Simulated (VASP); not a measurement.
Crystal: CsI.

```
Cs I
1.0
     4.60808    0.00000    0.00000
     0.00000    4.60808    0.00000
     0.00000    0.00000    4.60808
Cs I
1 1
Direct
  0.00000 0.00000 0.00000
  0.50000 0.50000 0.50000
```

Base run:

* Program: VASP 6.6.1
* Functional: PBE
* Potentials or basis: VASP PAW PBE potentials, release 64 (Cs_sv, I)
* Cutoff: 500 eV
* k mesh: 4 × 4 × 4
* Occupations: gaussian, width 0.01 eV
* Spin: no spin polarisation

Its results: band gap on the k mesh 3.79 eV (least direct gap 3.88 eV); pressure 0.5 GPa.

Problem. After a change of settings the same cell gave: band gap on the k mesh 4.78 eV (least direct gap 4.88 eV); pressure 0.2 GPa. Which change was it?
A. functional from PBE to LDA; potentials or basis from VASP PAW PBE potentials, release 64 (Cs_sv, I) to VASP PAW LDA potentials, release 64 (Cs_sv, I)
B. functional from PBE to r2SCAN; cutoff from 500 eV to 550 eV
C. functional from PBE to HSE06; cutoff from 500 eV to 400 eV

Solution. C.

Caveats: spin-orbit coupling is left out, which moves the levels of the heavy elements; the PAW data sets were made with another functional, which shifts forces and pressure a little (at least some runs).
